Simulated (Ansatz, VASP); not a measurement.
## Te: VASP beside Ansatz

```
Te
1.0
    -1.89870    1.89870    1.89870
     1.89870   -1.89870    1.89870
     1.89870    1.89870   -1.89870
Te
1
Direct
  0.00000 0.00000 0.00000
```

Alike in both runs: task single point; functional PBE; k mesh 13 × 13 × 13; occupations fermi-dirac, width 0.1 eV; no spin polarisation.

|  | VASP | Ansatz |
| --- | --- | --- |
| version | VASP 6.6.1 | Ansatz 0.2.0 |
| potentials or method | VASP PAW PBE potentials, release 64 (Te), cutoff 520 eV | plane waves (420 eV) with PAW, scalar-relativistic |
| valence electrons in the cell | 6 | 16 |

```tsv
	VASP	Ansatz	Ansatz less VASP
pressure (GPa)	2.4	2.5	+0.09
```

VASP's potentials hold 6 valence electrons a cell and Ansatz's 16, so a difference there can come from the potentials and not from the codes.

Neither program's run includes spin-orbit coupling.
